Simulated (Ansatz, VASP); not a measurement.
## Two plane-wave programs on Cr

```
Cr
1.0
     2.96890    0.00000    0.00000
     0.00000    2.96890    0.00000
     0.00000    0.00000    2.96890
Cr
2
Direct
  0.00000 0.00000 0.00000
  0.50000 0.50000 0.50000
```

Alike in both runs: task single point; functional PBE; k mesh 11 × 11 × 11; occupations fermi-dirac, width 0.05 eV; collinear spin.

```csv
,VASP,Ansatz
version,VASP 6.6.1,Ansatz 0.2.0
potentials or method,"VASP PAW PBE potentials, release 64 (Cr_pv)","PAW with Ansatz's default frozen-core files, scalar-relativistic"
plane-wave cutoff (eV),520,420
valence electrons in the cell,24,28
```

|  | VASP | Ansatz | Ansatz less VASP |
| --- | --- | --- | --- |
| pressure (GPa) | -13.4 | -13.7 | -0.31 |
| net moment per atom (μB) | 0.00 | 0.00 | 0.000 |
| size of the moment on the site where the two differ most (μB) | 1.80 | 1.69 | -0.116 |

Site moments also hang on the region over which each program counts them. VASP's potentials hold 24 valence electrons a cell and Ansatz's 28, so a difference there can come from the potentials and not from the codes.
